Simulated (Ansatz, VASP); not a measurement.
Two plane-wave programs on Ga2Te2S

INCAR

```
PREC = Accurate
ENCUT = 520
EDIFF = 1E-6
ISMEAR = 0
SIGMA = 0.1
LREAL = False
LASPH = True
NELM = 100
ALGO = Normal
ISIF = 2
LWAVE = False
LCHARG = False
GGA = PE
NBANDS = 30
```

Contents of KPOINTS:

```
Automatic mesh
0
Gamma
  6 6 6
```

File POSCAR:

```
Ga2Te2S
1.0
   -2.3120119700      2.3120119700      5.8068941500
    2.3120119700     -2.3120119700      5.8068941500
    2.3120119700      2.3120119700     -5.8068941500
Ga Te S
2 2 1
Direct
    0.6088405800      0.6088405800      0.0000000000
    0.3911594200      0.3911594200      0.0000000000
    0.7500000000      0.2500000000      0.5000000000
    0.2500000000      0.7500000000      0.5000000000
    0.0000000000      0.0000000000      0.0000000000
```

Input for Ansatz:

```yaml
crystal:
  lattice:
    - [-2.31201197, 2.31201197, 5.80689415]
    - [2.31201197, -2.31201197, 5.80689415]
    - [2.31201197, 2.31201197, -5.80689415]
  atoms:
    - { symbol: Ga, position: [0.60884058, 0.60884058, 0.0] }
    - { symbol: Ga, position: [0.39115942, 0.39115942, 0.0] }
    - { symbol: Te, position: [0.75, 0.25, 0.5] }
    - { symbol: Te, position: [0.25, 0.75, 0.5] }
    - { symbol: S, position: [0.0, 0.0, 0.0] }
basis:
  ecutwfc: 420
kpoints:
  mp_grid: { grid: [6, 6, 6] }
hamiltonian:
  xc: pbe
scf:
  occupations: { method: gaussian, width: 0.1 }
  lower_state_search: "off"
output:
  forces: true
  stress: true
  eigenvalues: true
```

Change from the starting cell: species swapped into the PrSi2Ag2 type (I4/mmm, No. 139).

Alike in both runs: task single point; functional PBE; k mesh 6 × 6 × 6; occupations gaussian, width 0.1 eV; no spin polarisation.

|  | VASP | Ansatz |
| --- | --- | --- |
| version | VASP 6.6.1 | Ansatz 0.2.0 |
| potentials or method | VASP PAW PBE potentials, release 64 (Ga_d, Te, S), cutoff 520 eV | scalar-relativistic, plane waves, PAW |
| valence electrons in the cell | 44 | 64 |

```csv
,VASP,Ansatz,Ansatz less VASP
gap on the k mesh at the Fermi level (eV),none,none,-
pressure (GPa),1.8,1.7,-0.04
"traceless stress, the component that is largest in VASP (GPa)",-4.80,-4.83,-0.030
rms of the force components (eV/Å),0.286,0.285,-0.0006
```

Atom by atom the forces differ by 0.001 eV/Å (rms over components). A gap of «none» marks a metal or a gap that the smearing closes. VASP's potentials hold 44 valence electrons a cell and Ansatz's 64, so a difference there can come from the potentials and not from the codes.

Neither program's run includes spin-orbit coupling.
